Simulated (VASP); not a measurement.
Here is a VASP 6.6.1 calculation.

The input INCAR:

```
PREC = Accurate
ENCUT = 520
EDIFF = 1E-7
ISMEAR = 0
SIGMA = 0.2
LREAL = False
LASPH = True
NELM = 100
ALGO = Normal
ISIF = 2
LWAVE = False
LCHARG = True
GGA = PE
LELF = True
LVHAR = True
NBANDS = 24
```

The input KPOINTS:

```
Automatic mesh
0
Gamma
  6 6 2
```

POSCAR

```
Si5P2
1.0
    3.7793999405      0.0000000000      0.0000000000
   -1.8896999703      3.2730563595      0.0000000000
    0.0000000000      0.0000000000     10.8475993233
Si P
5 2
Direct
    0.3333333333      0.6666666667      0.3155098538
    0.6666666667      0.3333333333      0.6844901462
    0.0000000000      0.0000000000      0.3912759907
    0.0000000000      0.0000000000      0.6087240093
    0.0000000000      0.0000000000      0.0000000000
    0.3333333333      0.6666666667      0.1059733513
    0.6666666667      0.3333333333      0.8940266487
```

Potentials or basis: VASP PAW PBE potentials, release 64 (Si, P).

Command:

```console
$ cat potpaw_PBE.64/Si/POTCAR potpaw_PBE.64/P/POTCAR > POTCAR
$ mpirun -np 1 vasp_std > vasp.out
```

Question: What does it give for the band gap on the k mesh?

Answer: Zero (band 15 reaches 6.32 eV, above the bottom of band 16 at 6.02 eV).

Question: Predict the pressure.

Answer: -0.2 GPa.

Stress tensor (GPa, compression positive):
```
-0.06  0.00  0.00
 0.00 -0.06  0.00
 0.00  0.00 -0.40
```
